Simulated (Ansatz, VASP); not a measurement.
**Two plane-wave programs on Ni**

```xyz
2
Lattice="2.4881 0.0000 0.0000 -1.2441 2.1548 0.0000 0.0000 0.0000 4.0778" Properties=species:S:1:pos:R:3 pbc="T T T"
Ni    0.0000    1.4365    1.0195
Ni    1.2441    0.7183    3.0584
```

Alike in both runs: task single point; functional PBE; k mesh 24 × 24 × 13; occupations fermi-dirac, width 0.05 eV; collinear spin.

```csv
,VASP,Ansatz
version,VASP 6.6.1,Ansatz 0.2.0
potentials or method,"VASP PAW PBE potentials, release 64 (Ni), cutoff 520 eV","plane waves (420 eV) with PAW, scalar-relativistic"
valence electrons in the cell,20,36
```

|  | VASP | Ansatz | Ansatz less VASP |
| --- | --- | --- | --- |
| net moment per atom (μB) | 0.64 | 0.65 | +0.011 |
| size of the moment on the site where the two differ most (μB) | 0.65 | 0.69 | +0.038 |

Site moments also hang on the region over which each program counts them. VASP's potentials hold 20 valence electrons a cell and Ansatz's 36, so a difference there can come from the potentials and not from the codes.
